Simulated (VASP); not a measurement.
TiAs3:

```xyz
8
Lattice="6.0778 0.0000 0.0000 -3.0389 5.2636 0.0000 0.0000 0.0000 4.8784" Properties=species:S:1:pos:R:3 pbc="T T T"
Ti    0.0000    3.5090    1.2196
Ti    3.0389    1.7545    3.6588
As    3.0389    3.5055    1.2196
As   -1.5164    4.3846    3.6588
As    1.5225    0.8790    1.2196
As    0.0000    1.7580    3.6588
As    4.5553    0.8790    1.2196
As    1.5164    4.3846    3.6588
```

| Property | Result |
| --- | --- |
| Program | VASP 6.6.1 |
| Task | relaxation of cell and atoms |
| Functional | PBE |
| Potentials or basis | VASP PAW PBE potentials, release 64 (Ti_sv, As) |
| Cutoff | 600 eV |
| k mesh | 3 × 3 × 4 |
| Occupations | gaussian, width 0.1 eV |
| Spin | no spin polarisation |

At the start: pressure -5.9 GPa; volume 19.51 Å³/atom.

How do energy, volume and symmetry change on relaxing?

Over 16 steps the energy falls by 140.4 meV/atom and the volume is 18.98 Å³/atom (-2.7 %); space group P6_3/mmc (No. 194, to 0.05 Å).

The path:
| step | energy change (eV) | largest force (eV/Å) | pressure (GPa) | volume (Å³) |
| --- | --- | --- | --- | --- |
| 1 | 0.0000 | 1.1111 | -5.86 | 156.07 |
| 2 | -0.5945 | 0.9511 | 2.66 | 140.49 |
| 3 | -0.6003 | 0.8936 | 3.99 | 138.76 |
| 4 | -0.9211 | 0.2611 | 4.33 | 139.74 |
| 5 | -0.8871 | 0.4970 | 5.73 | 140.33 |
| 6 | -0.9410 | 0.0884 | 4.65 | 139.94 |
| 7 | -1.0188 | 0.3379 | -2.46 | 151.30 |
| 8 | -1.0458 | 0.2516 | -0.28 | 147.30 |
| 9 | -1.0673 | 0.1722 | -0.16 | 147.74 |
| 10 | -1.0947 | 0.0672 | 0.39 | 148.79 |
| 11 | -1.0962 | 0.1397 | 0.61 | 149.08 |
| 12 | -1.1101 | 0.0756 | 0.22 | 150.23 |
| 13 | -1.1170 | 0.0612 | -0.75 | 153.65 |
| 14 | -1.1218 | 0.0075 | -0.36 | 152.14 |
| 15 | -1.1220 | 0.0152 | -0.42 | 152.34 |
| 16 | -1.1231 | 0.0097 | -0.01 | 151.83 |

Final structure:
```cif
data_structure
_symmetry_space_group_name_H-M 'P 1'
_symmetry_Int_Tables_number 1
_cell_length_a 6.0204
_cell_length_b 6.0204
_cell_length_c 4.8369
_cell_angle_alpha 90.000
_cell_angle_beta 90.000
_cell_angle_gamma 120.000
_cell_volume 151.83
loop_
_atom_site_label
_atom_site_type_symbol
_atom_site_fract_x
_atom_site_fract_y
_atom_site_fract_z
_atom_site_occupancy
Ti1 Ti 0.33333 0.66667 0.25000 1
Ti2 Ti 0.66667 0.33333 0.75000 1
As1 As 0.81033 0.62065 0.25000 1
As2 As 0.18967 0.81033 0.75000 1
As3 As 0.37935 0.18968 0.25000 1
As4 As 0.18967 0.37935 0.75000 1
As5 As 0.81033 0.18968 0.25000 1
As6 As 0.62065 0.81033 0.75000 1
```

Caveat: the k points lie up to 0.40 Å⁻¹ apart in the final cell.
